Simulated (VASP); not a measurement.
# Pb (P6_3/mmc) in VASP: notebook

The runs below take Pb through single point, with r2SCAN.

Program: VASP 6.6.1. These are calculated values, not measurements. Logs are shortened: lines on timing, memory, paths and dates and some standing lists are left out, and cuts for length are marked.

## (1) The cell of the first run

The structure is hexagonal, space group P6_3/mmc (No. 194). The conventional cell has a = 3.306 Å, b = 3.306 Å, c = 5.870 Å, α = 90.00°, β = 90.00°, γ = 120.00°. Within 4.3 Å of Pb (site symmetry -6m2) lie 12 Pb at 3.31 to 3.50 Å.

This isn't the form of Pb at room conditions, which is fcc.

## (2) Single point, r2SCAN (strain -0.050 along x and y, +0.050 along z)

POSCAR

```
Pb
1.0
    3.3060006560      0.0000000000      0.0000000000
   -1.6530003280      2.8630805531      0.0000000000
    0.0000000000      0.0000000000      5.8695000000
Pb
2
Direct
    0.3333333333      0.6666666667      0.2500000000
    0.6666666667      0.3333333333      0.7500000000
```

INCAR.step1

```
PREC = Accurate
ENCUT = 520
ISMEAR = 0
SIGMA = 0.15
LREAL = False
LASPH = True
NELM = 60
NBANDS = 21
GGA = PE
ALGO = Normal
EDIFF = 1E-4
LWAVE = True
LCHARG = False
```

INCAR.step2

```
PREC = Accurate
ENCUT = 520
EDIFF = 1E-6
ISMEAR = 0
SIGMA = 0.15
LREAL = False
LASPH = True
NELM = 60
ALGO = Normal
ISIF = 2
LWAVE = False
LCHARG = False
METAGGA = R2SCAN
LMIXTAU = True
NBANDS = 21
ISTART = 1
```

KPOINTS

```
regular mesh
0
Gamma
  18 18 10
```

Potentials or basis: VASP PAW PBE potentials, release 64 (Pb_d).

Started as:

```bash
$ cat potpaw_PBE.64/Pb_d/POTCAR > POTCAR
$ cp INCAR.step1 INCAR
$ mpirun -np 1 vasp_std > vasp.out
$ cp INCAR.step2 INCAR
$ mpirun -np 1 vasp_std > vasp.out
```

OUTCAR:

```text
PREC = Accurate
   ENCUT = 520
   EDIFF = 1E-6
   ISMEAR = 0
   LREAL = False
   LASPH = True
   NELM = 60
   ISIF = 2
   METAGGA = R2SCAN
   ISTART = 1

 ion  position               nearest neighbor table
   1  0.333  0.667  0.250-   2 3.50   2 3.50   2 3.50   2 3.50   2 3.50   2 3.50
   2  0.667  0.333  0.750-   1 3.50   1 3.50   1 3.50   1 3.50   1 3.50   1 3.50

  LATTYP: Found a hexagonal cell.
 ALAT       =     3.3060006560
 C/A-ratio  =     1.7754079962

  Lattice vectors:

 A1 = (   3.3060006560,   0.0000000000,   0.0000000000)
 A2 = (  -1.6530003280,   2.8630805531,   0.0000000000)
 A3 = (   0.0000000000,   0.0000000000,   5.8695000000)

Analysis of symmetry for initial positions (statically):
=====================================================================
 Subroutine PRICEL returns:
 Original cell was already a primitive cell.

 Routine SETGRP: Setting up the symmetry group for a
 hexagonal supercell.

 Subroutine GETGRP returns: Found 24 space group operations
 (whereof 12 operations were pure point group operations)
 out of a pool of 24 trial point group operations.

The static configuration has the point symmetry D_3d.
 The point group associated with its full space group is D_6h.

Analysis of symmetry for dynamics (positions and initial velocities):
=====================================================================
 Subroutine PRICEL returns:
 Original cell was already a primitive cell.

 Routine SETGRP: Setting up the symmetry group for a
 hexagonal supercell.

 Subroutine GETGRP returns: Found 24 space group operations
 (whereof 12 operations were pure point group operations)
 out of a pool of 24 trial point group operations.

The dynamic configuration has the point symmetry D_3d.
 The point group associated with its full space group is D_6h.

 Subroutine INISYM returns: Found 24 space group operations
 (whereof 12 operations are pure point group operations),
 and found     1 'primitive' translations

----------------------------------------------------------------------------------------

                                     Primitive cell

  volume of cell :      55.5568

  direct lattice vectors                    reciprocal lattice vectors
     3.306000656  0.000000000  0.000000000     0.302480279  0.174637070  0.000000000
    -1.653000328  2.863080553  0.000000000     0.000000000  0.349274141  0.000000000
     0.000000000  0.000000000  5.869500000     0.000000000  0.000000000  0.170372263
[... 68 lines left out ...]
   total plane-waves  NPLWV =  37632
   dimension x,y,z NGX =    28 NGY =   28 NGZ =   48
   dimension x,y,z NGXF=    56 NGYF=   56 NGZF=   96
   ions per type =               2
   NGX,Y,Z   is equivalent  to a cutoff of  14.08, 14.08, 13.60 a.u.
   NGXF,Y,Z  is equivalent  to a cutoff of  28.16, 28.16, 27.19 a.u.
 SYSTEM =  unknown system
   PREC   = accura    normal or accurate (medium, high low for compatibility)
   ISTART =      1    job   : 0-new  1-cont  2-samecut
   ICHARG =      0    charge: 1-file 2-atom 10-const
   ISPIN  =      1    spin polarized calculation?
   LNONCOLLINEAR =      F non collinear calculations
   LSORBIT =      F    spin-orbit coupling
   LASPH  =      T    aspherical Exc in radial PAW
   ENCUT  =  520.0 eV  38.22 Ry    6.18 a.u.   6.15  6.15 10.91*2*pi/ulx,y,z
   NELM   =     60;   NELMIN=  2; NELMDL=  0     # of ELM steps
   EDIFF  = 0.1E-05   stopping-criterion for ELM
   LREAL  =      F    real-space projection
[... 7 lines left out ...]
   TEBEG  =    0.0;   TEEND  =   0.0 temperature during run
   PSTRESS=    0.0 pullay stress
   NELECT =      28.0000    total number of electrons
   NUPDOWN=      -1.0000    fix difference up-down
   EMIN   =  10.00;   EMAX   =-10.00  energy-range for DOS
   EFERMI =   0.00;   METHOD = LEGACY
   ISMEAR =     0;   SIGMA  =   0.15  broadening in eV -4-tet -1-fermi 0-gaus
   EFERMI_NEDOS =   21; number of points for ismear=-14 and -15
   IALGO  =     38    algorithm
   IMIX   =      4    mixing-type and parameters
     AMIX     =   0.40;   BMIX     =  1.00
     AMIX_MAG =   1.60;   BMIX_MAG =  1.00
  volume/ion in A,a.u.               =      27.78       187.46
  Fermi-wavevector in a.u.,A,eV,Ry     =   1.302812  2.461957 23.093417  1.697318
  Thomas-Fermi vector in A             =   2.433855
   LORBIT       =      0    0 simple, 1 ext, 2 COOP (PROOUT), +10 PAW based schemes
   METAGGA = R2SCAN    functional components
   LHFCALC =     F    Hartree Fock is set to
   AEXX    =    0.0000 exact exchange contribution
   IVDW    =     0    specifies the selected vdW correction
   LEPSILON=     F    determine dielectric tensor
   LRPA    =     F    only Hartree local field effects (RPA)
 non-spin polarized calculation
 Gauss-broadening in eV      SIGMA  =   0.15
  energy-cutoff  :      520.00
  volume of cell :       55.56
 maximum number of plane-waves:      1533
 NGX is ok and might be reduce to    28
   NGX = 13   NGY = 13   NGZ = 21

 number of electron      27.9999999 magnetization

 Free energy of the ion-electron system (eV)
  ---------------------------------------------------
  ext. energy  EPLUGINS =         0.00000000
  ---------------------------------------------------
  free energy    TOTEN  =      -112.38283047 eV

  energy without entropy =     -112.37158891  energy(sigma->0) =     -112.37720969

 E-fermi :   8.2785     XC(G=0): -11.4067

 val. band max:        8.2779679248   @ k =   0.2778   0.2778   0.1000
 cond. band min:       8.2855492414   @ k =   0.2778   0.2222   0.4000
 fundamental gap:      0.0075813166
 Fermi energy:         8.2784799834

 k-point     1 :       0.0000    0.0000    0.0000
  band No.  band energies     occupation
      1      -9.6586      2.00000
      2      -9.6449      2.00000
      3      -9.5731      2.00000
      4      -9.5731      2.00000
      5      -9.5521      2.00000
      6      -9.5521      2.00000
[... 565 lines left out ...]
     20      17.7756      0.00000
     21      20.8426      0.00000

 [... further k-points ...]
[... 5 lines left out ...]
  --------------------------------------------------------------------------------------
  -------------------------------------------------------------------------------------
  Total        2.8941389      2.8941389      1.1485915      0.0000000      0.0000000     -0.0000000
  in kB       83.4626840     83.4626840     33.1236785      0.0000000      0.0000000     -0.0000000
  external PRESSURE =      66.6830155 kB  Pullay stress =       0.0000000 kB

 VOLUME and BASIS-vectors are now :
 -----------------------------------------------------------------------------
  energy-cutoff  :      520.00
  volume of cell :       55.56
      direct lattice vectors                 reciprocal lattice vectors
     3.306000656  0.000000000  0.000000000     0.302480279  0.174637070  0.000000000
    -1.653000328  2.863080553  0.000000000     0.000000000  0.349274141  0.000000000
     0.000000000  0.000000000  5.869500000     0.000000000  0.000000000  0.170372263

 POSITION                                       TOTAL-FORCE (eV/Angst)
 -----------------------------------------------------------------------------------
     -0.00000      1.90872      1.46738        -0.000000      0.000000      0.000000
      1.65300      0.95436      4.40212         0.000000     -0.000000      0.000000
 -----------------------------------------------------------------------------------
    total drift:                                0.000000     -0.000000      0.000000

  FREE ENERGIE OF THE ION-ELECTRON SYSTEM (eV)
  ---------------------------------------------------
  free  energy   TOTEN  =      -112.3828304706 eV

  energy  without entropy=     -112.3715889099  energy(sigma->0) =     -112.37720969
```

Wall time 5.9 min (1 thread of Intel Xeon 6975P-C (Granite Rapids), shared host); peak memory 0.34 GiB.

Results:

```
Free energy            : -112.3828 eV
Pressure               : 6.7 GPa
Band gap on the k mesh : zero (bands 14 and 15 overlap by 8.91 eV)
```

Stress tensor (GPa, compression positive):
```
8.35 0.00 0.00
0.00 8.35 0.00
0.00 0.00 3.31
```

Caveat: the cell differs from its parent crystal (strain -0.050 along x and y, +0.050 along z); the stress differs along the axes, from 3 to 8 GPa; the PAW data sets were made with another functional, which shifts forces and pressure a little; spin-orbit coupling is left out, which moves the levels of the heavy elements.

## (3) Single point, r2SCAN (strain +0.000 along x and y, -0.050 along z)

POSCAR

```
Pb
1.0
    3.4800006906      0.0000000000      0.0000000000
   -1.7400003453      3.0137690032      0.0000000000
    0.0000000000      0.0000000000      5.3105000000
Pb
2
Direct
    0.3333333333      0.6666666667      0.2500000000
    0.6666666667      0.3333333333      0.7500000000
```

INCAR.step1

```
ALGO = Normal
EDIFF = 1E-4
ENCUT = 520
GGA = PE
ISMEAR = 0
LASPH = T
LCHARG = F
LREAL = F
LWAVE = T
NBANDS = 21
NELM = 60
PREC = Accurate
SIGMA = 0.15
```

INCAR.step2

```
ALGO = Normal
EDIFF = 1E-7
ENCUT = 520
ISIF = 2
ISMEAR = 0
ISTART = 1
LASPH = T
LCHARG = F
LMIXTAU = T
LREAL = F
LWAVE = F
METAGGA = R2SCAN
NBANDS = 21
NELM = 60
PREC = Accurate
SIGMA = 0.15
```

KPOINTS

```
k-points
0
Gamma
  18 18 10
```

Potentials or basis: VASP PAW PBE potentials, release 64 (Pb_d).

Started as:

```bash
$ cat potpaw_PBE.64/Pb_d/POTCAR > POTCAR
$ cp INCAR.step1 INCAR
$ mpirun -np 1 vasp_std > vasp.out
$ cp INCAR.step2 INCAR
$ mpirun -np 1 vasp_std > vasp.out
```

OUTCAR:

```text
EDIFF = 1E-7
   ENCUT = 520
   ISIF = 2
   ISMEAR = 0
   ISTART = 1
   LASPH = T
   LREAL = F
   METAGGA = R2SCAN
   NELM = 60
   PREC = Accurate

 ion  position               nearest neighbor table
   1  0.333  0.667  0.250-   2 3.33   2 3.33   2 3.33   2 3.33   2 3.33   2 3.33
   2  0.667  0.333  0.750-   1 3.33   1 3.33   1 3.33   1 3.33   1 3.33   1 3.33

  LATTYP: Found a hexagonal cell.
 ALAT       =     3.4800006906
 C/A-ratio  =     1.5260054443

  Lattice vectors:

 A1 = (   3.4800006906,   0.0000000000,   0.0000000000)
 A2 = (  -1.7400003453,   3.0137690032,   0.0000000000)
 A3 = (   0.0000000000,   0.0000000000,   5.3105000000)

Analysis of symmetry for initial positions (statically):
=====================================================================
 Subroutine PRICEL returns:
 Original cell was already a primitive cell.

 Routine SETGRP: Setting up the symmetry group for a
 hexagonal supercell.

 Subroutine GETGRP returns: Found 24 space group operations
 (whereof 12 operations were pure point group operations)
[... 154 lines left out ...]
 NGX is ok and might be reduce to    28
   NGX = 13   NGY = 13   NGZ = 19

 number of electron      28.0000004 magnetization

 Free energy of the ion-electron system (eV)
  ---------------------------------------------------
  ext. energy  EPLUGINS =         0.00000000
  ---------------------------------------------------
  free energy    TOTEN  =      -112.37991302 eV

  energy without entropy =     -112.36975781  energy(sigma->0) =     -112.37483541

 E-fermi :   8.2467     XC(G=0): -11.3953

 val. band max:        8.2180778110   @ k =   0.3333   0.2778   0.3000
 cond. band min:       8.2596166529   @ k =   0.2778   0.2222   0.2000
 fundamental gap:      0.0415388419
 Fermi energy:         8.2467463018

 k-point     1 :       0.0000    0.0000    0.0000
  band No.  band energies     occupation
      1      -9.6580      2.00000
      2      -9.5561      2.00000
      3      -9.5561      2.00000
      4      -9.5398      2.00000
      5      -9.5292      2.00000
      6      -9.5292      2.00000
[... 565 lines left out ...]
     20      16.1843      0.00000
     21      21.3601      0.00000

 [... further k-points ...]
[... 5 lines left out ...]
  --------------------------------------------------------------------------------------
  -------------------------------------------------------------------------------------
  Total        1.7330499      1.7330499      3.0676626     -0.0000000     -0.0000000      0.0000000
  in kB       49.8536485     49.8536485     88.2456825     -0.0000000     -0.0000000      0.0000000
  external PRESSURE =      62.6509932 kB  Pullay stress =       0.0000000 kB

 VOLUME and BASIS-vectors are now :
 -----------------------------------------------------------------------------
  energy-cutoff  :      520.00
  volume of cell :       55.70
      direct lattice vectors                 reciprocal lattice vectors
     3.480000691  0.000000000  0.000000000     0.287356265  0.165905217  0.000000000
    -1.740000345  3.013769003  0.000000000     0.000000000  0.331810434  0.000000000
     0.000000000  0.000000000  5.310500000     0.000000000  0.000000000  0.188306186

 POSITION                                       TOTAL-FORCE (eV/Angst)
 -----------------------------------------------------------------------------------
     -0.00000      2.00918      1.32763        -0.000000      0.000000      0.000000
      1.74000      1.00459      3.98287         0.000000     -0.000000      0.000000
 -----------------------------------------------------------------------------------
    total drift:                               -0.000000      0.000000     -0.000000

  FREE ENERGIE OF THE ION-ELECTRON SYSTEM (eV)
  ---------------------------------------------------
  free  energy   TOTEN  =      -112.3799130197 eV

  energy  without entropy=     -112.3697578070  energy(sigma->0) =     -112.37483541
```

OUTCAR.step1:

```text
EDIFF = 1E-4
   ENCUT = 520
   GGA = PE
   ISMEAR = 0
   LASPH = T
[... 800 lines left out ...]
 -----------------------------------------------------------------------------------
     -0.00000      2.00918      1.32763        -0.000000      0.000000      0.000000
      1.74000      1.00459      3.98287         0.000000     -0.000000      0.000000
 -----------------------------------------------------------------------------------
    total drift:                               -0.000000      0.000000     -0.000000

  FREE ENERGIE OF THE ION-ELECTRON SYSTEM (eV)
  ---------------------------------------------------
  free  energy   TOTEN  =        -6.8978145552 eV

  energy  without entropy=       -6.8869597862  energy(sigma->0) =       -6.89238717
```

Wall time 7.3 min (1 thread of Intel Xeon 6975P-C (Granite Rapids), shared host); peak memory 0.34 GiB.

What came out:

```
Free energy            : -112.3799 eV
Pressure               : 6.3 GPa
Band gap on the k mesh : zero (bands 14 and 15 overlap by 8.13 eV)
```

Levels at points of the mesh, in eV from the Fermi level:
| k point | band 10 | band 11 | band 12 | band 13 | band 14 | band 15 | band 16 | band 17 | band 18 | band 19 |
| --- | --- | --- | --- | --- | --- | --- | --- | --- | --- | --- |
| (0.00, 0.00, 0.00) | -17.48 | -12.97 | -7.89 | -4.67 | 5.41 | 5.41 | 7.72 | 7.72 | 9.00 | 9.44 |
| (0.50, 0.00, 0.00) | -17.43 | -9.14 | -7.67 | -2.82 | -1.18 | -0.69 | 1.60 | 2.01 | 6.35 | 6.36 |
| (0.00, 0.00, 0.50) | -17.56 | -11.43 | -11.43 | 1.90 | 1.90 | 6.53 | 6.53 | 6.53 | 6.53 | 9.55 |
| (0.50, 0.00, 0.50) | -17.47 | -8.04 | -8.04 | -4.28 | -4.28 | 3.39 | 3.39 | 4.44 | 4.44 | 7.63 |

Caveat: the cell differs from its parent crystal (strain +0.000 along x and y, -0.050 along z); the cell stands under pressure; the PAW data sets were made with another functional, which shifts forces and pressure a little; spin-orbit coupling is left out, which moves the levels of the heavy elements.

[end of part 1 of 2]

The gap in the log of VASP goes by the Fermi energy; the results here count the filled bands.